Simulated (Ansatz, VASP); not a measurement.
## HfN in VASP and in Ansatz

Contents of INCAR:

```
ALGO     = Normal         # electronic algorithm
EDIFF    = 1E-7           # SCF threshold, eV
ENCUT    = 520            # plane-wave cutoff, eV
GGA      = PE             # functional
ISIF     = 2              # what is computed and relaxed
ISMEAR   = 0              # smearing method
LASPH    = True           # aspherical terms in the spheres
LCHARG   = True           # write CHGCAR
LELF     = True           # ELF
LREAL    = False          # projectors in reciprocal space
LVHAR    = True         
LWAVE    = False          # write WAVECAR
NBANDS   = 14             # bands
NELM     = 100            # most SCF steps
PREC     = Accurate       # precision mode
SIGMA    = 0.15           # smearing width, eV
```

File KPOINTS:

```
k-points
0
Gamma
  18 18 18
```

POSCAR

```
HfN
1.0
    0.0000000000      2.3041800000      2.2590000000
    2.3041800000      0.0000000000      2.2590000000
    2.3041800000      2.3041800000      0.0000000000
Hf N
1 1
Direct
    0.0000000000      0.0000000000      0.0000000000
    0.5000000000      0.5000000000      0.5000000000
```

Input for Ansatz:

```yaml
crystal:
  lattice:
    - [0.0, 2.30418, 2.259]
    - [2.30418, 0.0, 2.259]
    - [2.30418, 2.30418, 0.0]
  atoms:
    - { symbol: Hf, position: [0.0, 0.0, 0.0] }
    - { symbol: "N", position: [0.5, 0.5, 0.5] }
basis:
  ecutwfc: 420
kpoints:
  mp_grid: { grid: [18, 18, 18] }
hamiltonian:
  xc: pbe
scf:
  occupations: { method: gaussian, width: 0.15 }
output:
  forces: true
  stress: true
  eigenvalues: true
```

Change from the starting cell: strain +0.0200 x Voigt [1, 1, 0, 0, 0, 0], atoms carried along.

Alike in both runs: task single point; functional PBE; k mesh 18 × 18 × 18; occupations gaussian, width 0.15 eV; no spin polarisation.

|  | VASP | Ansatz |
| --- | --- | --- |
| version | VASP 6.6.1 | Ansatz 0.2.0 |
| potentials or method | VASP PAW PBE potentials, release 64 (Hf_pv, N), cutoff 520 eV | scalar-relativistic, plane waves, PAW |
| valence electrons in the cell | 15 | 31 |

VASP gave:

```
gap on the k mesh at the Fermi level (eV)                     : none
pressure (GPa)                                                : -7.0
traceless stress, the component that is largest in VASP (GPa) : 5.42
```

Problem. What did Ansatz give for the same quantities?

Solution. gap on the k mesh at the Fermi level (eV): none; pressure (GPa): -4.8; traceless stress, the component that is largest in VASP (GPa): 5.51.

A gap of «none» marks a metal or a gap that the smearing closes. VASP's potentials hold 15 valence electrons a cell and Ansatz's 31, so a difference there can come from the potentials and not from the codes.

Spin-orbit coupling is off throughout.
